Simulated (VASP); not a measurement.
# Tl (I4/mmm) in VASP: notebook, part 2 of 2

VASP 6.6.1. The steps go on from the part before.

**4. Single point, PBE+D3(BJ)**

This run uses another cell than the first one, of the same volume but with other edges.

Contents of INCAR:

```
SYSTEM = Tl
ALGO = Fast ; EDIFF = 1E-7
ENCUT = 520 ; GGA = PE
ISIF = 2 ; ISMEAR = 0
IVDW = 12 ; LASPH = .TRUE.
LCHARG = .TRUE. ; LELF = .TRUE.
LREAL = .FALSE. ; LVHAR = .TRUE.
LWAVE = .FALSE. ; NBANDS = 12
NELM = 100 ; PREC = Accurate
SIGMA = 0.15
```

Contents of KPOINTS:

```
k-points
0
G
  18 18 18
  0 0 0
```

Contents of POSCAR:

```
Tl
1.0
    0.0000000000      2.8471829750      1.8506689337
    2.8471829750      0.0000000000      1.8506689337
    2.8471829750      2.8471829750      0.0000000000
Tl
1
Direct
    0.0000000000      0.0000000000      0.0000000000
```

Potentials or basis: VASP PAW PBE potentials, release 64 (Tl_d).

Launch:

```
cat potpaw_PBE.64/Tl_d/POTCAR > POTCAR
mpirun -np 1 vasp_std > vasp.out
```

OUTCAR:

```text
SYSTEM = Tl
   EDIFF = 1E-7
   ENCUT = 520
   GGA = PE
   ISIF = 2
   ISMEAR = 0
   IVDW = 12
   LASPH = .TRUE.
   LREAL = .FALSE.
   NELM = 100
   PREC = Accurate
 IVDW          = 12

 ion  position               nearest neighbor table
   1  0.000  0.000  0.000-

  LATTYP: Found a body centered tetragonal cell.
 ALAT       =     4.0265247778
 C/A-ratio  =     0.9192388155

  Lattice vectors:

 A1 = (   0.0000000000,  -2.8471829750,  -1.8506689337)
 A2 = (   0.0000000000,   2.8471829750,  -1.8506689337)
 A3 = (   2.8471829750,   0.0000000000,   1.8506689337)

Analysis of symmetry for initial positions (statically):
=====================================================================
 Subroutine PRICEL returns:
 Original cell was already a primitive cell.

 Routine SETGRP: Setting up the symmetry group for a
 body centered tetragonal supercell.

 Subroutine GETGRP returns: Found 16 space group operations
 (whereof 16 operations were pure point group operations)
 out of a pool of 16 trial point group operations.

The static configuration has the point symmetry D_4h.

Analysis of symmetry for dynamics (positions and initial velocities):
=====================================================================
 Subroutine PRICEL returns:
 Original cell was already a primitive cell.

 Routine SETGRP: Setting up the symmetry group for a
 body centered tetragonal supercell.

 Subroutine GETGRP returns: Found 16 space group operations
 (whereof 16 operations were pure point group operations)
 out of a pool of 16 trial point group operations.

The dynamic configuration has the point symmetry D_4h.

 Subroutine INISYM returns: Found 16 space group operations
 (whereof 16 operations are pure point group operations),
 and found     1 'primitive' translations

----------------------------------------------------------------------------------------

                                     Primitive cell

  volume of cell :      30.0047

  direct lattice vectors                    reciprocal lattice vectors
     0.000000000  2.847182975  1.850668934    -0.175612177  0.175612177  0.270172580
     2.847182975  0.000000000  1.850668934     0.175612177 -0.175612177  0.270172580
     2.847182975  2.847182975  0.000000000     0.175612177  0.175612177 -0.270172580

  length of vectors
     3.395795400  3.395795400  4.026524778     0.366977514  0.366977514  0.366977514

  position of ions in fractional coordinates (direct lattice)
     0.000000000  0.000000000  0.000000000

  ion indices of the primitive-cell ions
   primitive index   ion index
                 1           1

----------------------------------------------------------------------------------------

 KPOINTS: k-points

Automatic generation of k-mesh.
 Grid dimensions read from file:
 generate k-points for:   18   18   18

 Generating k-lattice:

  Cartesian coordinates                     Fractional coordinates (reciprocal lattice)
    -0.009756232  0.009756232  0.015009588     0.055555556 -0.000000000  0.000000000
     0.009756232 -0.009756232  0.015009588    -0.000000000  0.055555556  0.000000000
     0.009756232  0.009756232 -0.015009588     0.000000000  0.000000000  0.055555556

  Length of vectors
     0.020387640  0.020387640  0.020387640

  Shift w.r.t. Gamma in fractional coordinates (k-lattice)
     0.000000000  0.000000000  0.000000000

 Subroutine IBZKPT returns following result:
 ===========================================

 Found    480 irreducible k-points:

 Following reciprocal coordinates:
            Coordinates               Weight
  0.000000  0.000000  0.000000      1.000000
  0.055556 -0.000000  0.000000      8.000000
  0.111111 -0.000000  0.000000      8.000000
  0.166667 -0.000000  0.000000      8.000000
  0.222222 -0.000000  0.000000      8.000000
  0.277778 -0.000000  0.000000      8.000000
[... 16 lines left out ...]
 -0.277778  0.055556  0.000000      8.000000
 -0.222222  0.055556  0.000000      8.000000
 [... further k-points ...]
   k-points           NKPTS =    480   k-points in BZ     NKDIM =    480   number of bands    NBANDS=     12
   number of dos      NEDOS =    301   number of ions     NIONS =      1
   total plane-waves  NPLWV =  23520
   dimension x,y,z NGX =    28 NGY =   28 NGZ =   30
   dimension x,y,z NGXF=    56 NGYF=   56 NGZF=   60
   ions per type =               1
   NGX,Y,Z   is equivalent  to a cutoff of  13.71, 13.71, 12.39 a.u.
   NGXF,Y,Z  is equivalent  to a cutoff of  27.42, 27.42, 24.77 a.u.
 SYSTEM =  Tl
   PREC   = accura    normal or accurate (medium, high low for compatibility)
   ISTART =      0    job   : 0-new  1-cont  2-samecut
   ICHARG =      2    charge: 1-file 2-atom 10-const
   ISPIN  =      1    spin polarized calculation?
   LNONCOLLINEAR =      F non collinear calculations
   LSORBIT =      F    spin-orbit coupling
   LASPH  =      T    aspherical Exc in radial PAW
   ENCUT  =  520.0 eV  38.22 Ry    6.18 a.u.   6.31  6.31  7.49*2*pi/ulx,y,z
   NELM   =    100;   NELMIN=  2; NELMDL= -5     # of ELM steps
   EDIFF  = 0.1E-06   stopping-criterion for ELM
   LREAL  =      F    real-space projection
   EDIFFG = 0.1E-05   stopping-criterion for IOM
   NSW    =      0    number of steps for IOM
   IBRION =     -1    ionic relax: 0-MD 1-quasi-New 2-CG
   NFREE  =      0    steps in history (QN), initial steepest desc. (CG)
   ISIF   =      2    stress and relaxation
   ISYM   =      2    0-nonsym 1-usesym 2-fastsym
   POTIM  = 0.5000    time-step for ionic-motion
   TEBEG  =    0.0;   TEEND  =   0.0 temperature during run
   PSTRESS=    0.0 pullay stress
   NELECT =      13.0000    total number of electrons
   NUPDOWN=      -1.0000    fix difference up-down
   EMIN   =  10.00;   EMAX   =-10.00  energy-range for DOS
   EFERMI =   0.00;   METHOD = LEGACY
   ISMEAR =     0;   SIGMA  =   0.15  broadening in eV -4-tet -1-fermi 0-gaus
   EFERMI_NEDOS =   21; number of points for ismear=-14 and -15
   IALGO  =     68    algorithm
   IMIX   =      4    mixing-type and parameters
     AMIX     =   0.40;   BMIX     =  1.00
     AMIX_MAG =   1.60;   BMIX_MAG =  1.00
  volume/ion in A,a.u.               =      30.00       202.48
  Fermi-wavevector in a.u.,A,eV,Ry     =   1.238776  2.340947 20.879038  1.534566
  Thomas-Fermi vector in A             =   2.373287
   LORBIT       =      0    0 simple, 1 ext, 2 COOP (PROOUT), +10 PAW based schemes
   GGA     = PE    functional components
   LHFCALC =     F    Hartree Fock is set to
   AEXX    =    0.0000 exact exchange contribution
   IVDW    =    12    specifies the selected vdW correction
   LEPSILON=     F    determine dielectric tensor
   LRPA    =     F    only Hartree local field effects (RPA)
 non-spin polarized calculation
 RMM-DIIS sequential band-by-band and
 Gauss-broadening in eV      SIGMA  =   0.15
  energy-cutoff  :      520.00
  volume of cell :       30.00
 maximum number of plane-waves:       831
 NGX is ok and might be reduce to    28

 number of electron      13.0000000 magnetization

 Free energy of the ion-electron system (eV)
  ---------------------------------------------------
  ext. energy  EPLUGINS =         0.00000000
  ---------------------------------------------------
  free energy    TOTEN  =        -2.21598223 eV

  energy without entropy =       -2.21145066  energy(sigma->0) =       -2.21371644

 E-fermi :   6.1156     XC(G=0):  -9.9535

 val. band max:        6.1088304061   @ k =  -0.2222   0.3889   0.1667
 cond. band min:       6.1292264215   @ k =  -0.2778   0.2222   0.4444
 fundamental gap:      0.0203960154
 Fermi energy:         6.1155607137

 k-point     1 :       0.0000    0.0000    0.0000
  band No.  band energies     occupation
      1      -5.5920      2.00000
      2      -5.4868      2.00000
      3      -5.4868      2.00000
      4      -5.2136      2.00000
      5      -5.1077      2.00000
      6      -3.6442      2.00000
      7      15.9251      0.00000
      8      15.9251      0.00000
      9      16.9660      0.00000
     10      18.3232      0.00000
     11      18.3232      0.00000
     12      19.0729      0.00000
[... 331 lines left out ...]
 k-point    24 :      -0.2222    0.0556    0.0000
  band No.  band energies     occupation
      1      -5.5975      2.00000
      2      -5.4832      2.00000
      3      -5.2810      2.00000
      4      -5.2258      2.00000
      5      -5.1522      2.00000
      6      -2.4903      2.00000
      7      10.7514      0.00000
      8      13.1011      0.00000
      9      13.8098      0.00000
     10      17.1059      0.00000
     11      17.9315      0.00000
     12      19.2940      0.00000

 [... further k-points ...]

------------------------ aborting loop because EDIFF is reached ----------------------------------------

 Edisp (eV)   -0.32574

 E8    (eV) :    -0.1701

  FORCE on cell =-STRESS in cart. coord.  units (eV):
  Direction    XX          YY          ZZ          XY          YZ          ZX
  --------------------------------------------------------------------------------------
  -------------------------------------------------------------------------------------
  Total      -0.13276    -0.13276    -0.00909     0.00000    -0.00000    -0.00000
  in kB      -7.08901    -7.08901    -0.48524     0.00000    -0.00000    -0.00000
  external pressure =       -4.89 kB  Pullay stress =        0.00 kB

 VOLUME and BASIS-vectors are now :
 -----------------------------------------------------------------------------
  energy-cutoff  :      520.00
  volume of cell :       30.00
      direct lattice vectors                 reciprocal lattice vectors
     0.000000000  2.847182975  1.850668934    -0.175612177  0.175612177  0.270172580
     2.847182975  0.000000000  1.850668934     0.175612177 -0.175612177  0.270172580
     2.847182975  2.847182975  0.000000000     0.175612177  0.175612177 -0.270172580

 POSITION                                       TOTAL-FORCE (eV/Angst)
 -----------------------------------------------------------------------------------
      0.00000      0.00000      0.00000         0.000000      0.000000      0.000000
 -----------------------------------------------------------------------------------
    total drift:                               -0.000000     -0.000000     -0.000000

  FREE ENERGIE OF THE ION-ELECTRON SYSTEM (eV)
  ---------------------------------------------------
  free  energy   TOTEN  =        -2.5417192769 eV

  energy  without entropy=       -2.5371877110  energy(sigma->0) =       -2.53945349
```

It took 4.9 min on 1 thread of Intel Xeon 8259CL, shared host; peak memory 0.3 GiB.

What came out:

```yaml
Free_energy: -2.5417 eV
Pressure: -0.5 GPa
Band_gap_on_the_k_mesh: zero (an odd number of electrons rules out a gap without spin polarisation)
Dispersion_energy_per_atom: -0.326 eV
```

Stress tensor (GPa, compression positive):
```
-0.71  0.00  0.00
 0.00 -0.71  0.00
 0.00  0.00 -0.05
```

Levels at points of the mesh, in eV from the Fermi level:
```tsv
k point	band 4	band 5	band 6	band 7	band 8	band 9
(0.00, 0.00, 0.00)	-11.33	-11.22	-9.76	9.81	9.81	10.85
(0.50, 0.00, 0.00)	-11.19	-11.01	-4.89	-2.49	5.28	6.53
(0.50, 0.50, 0.00)	-11.08	-11.05	-2.02	0.91	0.91	2.53
(0.50, 0.00, 0.50)	-11.29	-11.03	-5.40	-2.73	6.41	7.95
```

Caveat: spin-orbit coupling is left out, which moves the levels of the heavy elements.

**5. Single point, PBE+D3(BJ)**

This run uses another cell than the first one, of the same volume but with other edges.

Contents of INCAR:

```
SYSTEM = Tl
ALGO = Fast
EDIFF = 1E-7
ENCUT = 520
GGA = PE
ISIF = 2
ISMEAR = 0
IVDW = 12
LASPH = .True.
LCHARG = .False.
LREAL = .False.
LWAVE = .False.
NBANDS = 12
NELM = 100
PREC = Accurate
SIGMA = 0.15
```

Contents of KPOINTS:

```
k-points
0
Gamma
  18 18 18
  0 0 0
```

Contents of POSCAR:

```
Tl
1.0
    0.0000000000      2.1545475205      3.2318212808
    2.1545475205      0.0000000000      3.2318212808
    2.1545475205      2.1545475205      0.0000000000
Tl
1
Direct
    0.0000000000      0.0000000000      0.0000000000
```

Launch:

```
cat potpaw_PBE.64/Tl_d/POTCAR > POTCAR
mpirun -np 1 vasp_std > vasp.out
```

It took 3.7 min on 1 thread of Intel Xeon 8259CL, shared host; peak memory 0.3 GiB.

Results (log left out):

```yaml
Free_energy: -2.4041 eV
Pressure: 2.1 GPa
Band_gap_on_the_k_mesh: zero (an odd number of electrons rules out a gap without spin polarisation)
Dispersion_energy_per_atom: -0.327 eV
```

Stress tensor (GPa, compression positive):
```
 4.76  0.00  0.00
 0.00  4.76  0.00
 0.00  0.00 -3.08
```

Levels at points of the mesh, in eV from the Fermi level:
```csv
k point,band 4,band 5,band 6,band 7,band 8,band 9
"(0.00, 0.00, 0.00)",-11.41,-11.14,-9.92,5.68,9.78,10.28
"(0.50, 0.00, 0.00)",-11.28,-11.18,-5.10,-2.76,3.65,7.63
"(0.50, 0.50, 0.00)",-11.26,-11.12,-7.23,-3.22,7.69,7.69
"(0.50, 0.00, 0.50)",-11.28,-10.73,-1.66,-0.41,1.84,4.46
```

Caveat: spin-orbit coupling is left out, which moves the levels of the heavy elements.

**6. Summary**

```tsv
cell	further INCAR settings	gap on the mesh (eV)	pressure (GPa)
a = 3.446, b = 3.446, c = 3.586 Å, angles 58.6, 58.6, 62.7°, 1 atom	ALGO = Fast; EDIFF = 1e-07; NBANDS = 12	none	-0.7
a = 3.552, b = 3.552, c = 3.379 Å, angles 61.6, 61.6, 56.8°, 1 atom	ALGO = Fast; EDIFF = 1e-06; NBANDS = 12	none	-0.7
a = 3.396, b = 3.396, c = 4.027 Å, angles 53.6, 53.6, 72.7°, 1 atom	ALGO = Fast; EDIFF = 1e-07; NBANDS = 12	none	-0.5
a = 3.884, b = 3.884, c = 3.047 Å, angles 66.9, 66.9, 46.2°, 1 atom	ALGO = Fast; EDIFF = 1e-07; NBANDS = 12	none	2.1
```

Alike in all rows: task single point; level PBE+D3(BJ); potentials or basis VASP PAW PBE potentials, release 64 (Tl_d); no spin polarisation; k mesh 18 × 18 × 18; cutoff (eV) 520; smearing gaussian 0.15 eV.

Caveats: spin-orbit coupling is left out, which moves the levels of the heavy elements.

Absolute energies hang on the potentials; compare differences alone.
